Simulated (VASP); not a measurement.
Wanted: the native input for a VASP 6.6.1 run.

```yaml
Task: single point
Functional: BLYP
Potentials_or_basis: VASP PAW PBE potentials, release 64 (Os)
Cutoff: 520 eV
k_mesh: 11 × 11 × 6
Occupations: fermi-dirac, width 0.05 eV
Spin: no spin polarisation
Dipole_correction: no
Further_INCAR_settings: ALGO = Normal; EDIFF = 1e-06; NBANDS = 15
```

The structure of Os lies in POSCAR:

```
Os
1.0
    2.7157497827      0.0000000000      0.0000000000
   -1.3578748913      2.3519083021      0.0000000000
    0.0000000000      0.0000000000      4.2907078513
Os
2
Direct
    0.6666666667      0.3333333333      0.7500000000
    0.3333333333      0.6666666667      0.2500000000
```

These files were run (other wordings do the same):

INCAR

```
  AGGAC = 1.0
  AGGAX = 1.0
  ALDAC = 0.0
  ALDAX = 1.0
  ALGO = Normal
  EDIFF = 1E-6
  ENCUT = 520
  GGA = B5
  ISIF = 2
  ISMEAR = -1
  LASPH = True
  LCHARG = False
  LREAL = False
  LWAVE = False
  NBANDS = 15
  NELM = 60
  PREC = Accurate
  SIGMA = 0.05
```

KPOINTS

```
k-points
0
Gamma
  11 11 6
```

Potentials or basis: VASP PAW PBE potentials, release 64 (Os).

The run is started by

```sh
$ cat potpaw_PBE.64/Os/POTCAR > POTCAR
$ mpirun -np 1 vasp_std > vasp.out
```

It gave:

* Pressure: 40.0 GPa
* Band gap on the k mesh: zero (band 8 reaches 12.55 eV, above the bottom of band 9 at 8.52 eV)

Caveat: the PAW data sets were made with another functional, which shifts forces and pressure a little; spin-orbit coupling is left out, which moves the levels of the heavy elements.

Wall time 19 s on 1 thread of AMD EPYC 7R13 Processor (Zen 3) (shared host), peak memory 0.12 GiB.
